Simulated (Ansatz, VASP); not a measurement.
Tl: VASP beside Ansatz

```
CELL_PARAMETERS angstrom
3.38688 0.00000 0.00000
-1.69344 2.93312 0.00000
0.00000 0.00000 5.52500
ATOMIC_POSITIONS crystal
Tl 0.33333 0.66667 0.25000
Tl 0.66667 0.33333 0.75000
```

Change from the starting cell: equal xx and yy strain of -2 %, crystal datasets.

Alike in both runs: task electric field gradients; functional LDA; k mesh 11 × 11 × 6; occupations fermi-dirac, width 0.05 eV; no spin polarisation.

|  | VASP | Ansatz |
| --- | --- | --- |
| version | VASP 6.6.1 | Ansatz 0.2.0 |
| potentials or method | VASP PAW LDA potentials, release 64 (Tl_d), cutoff 520 eV | all-electron PAW with datasets made for the crystal, scalar-relativistic |

```tsv
	VASP	Ansatz	Ansatz less VASP
pressure (GPa)	-0.3	-0.4	-0.06
traceless stress, the component that is largest in VASP (GPa)	-0.37	-0.40	-0.022
size of Vzz on the site where it differs most (V/Å²)	5.0	5.3	+0.25
```

LDA's correlation is that of Perdew and Zunger in VASP and of Perdew and Wang (1992) in Ansatz. Ansatz ran all-electron here, and VASP with PAW potentials.

Spin-orbit coupling is off throughout.
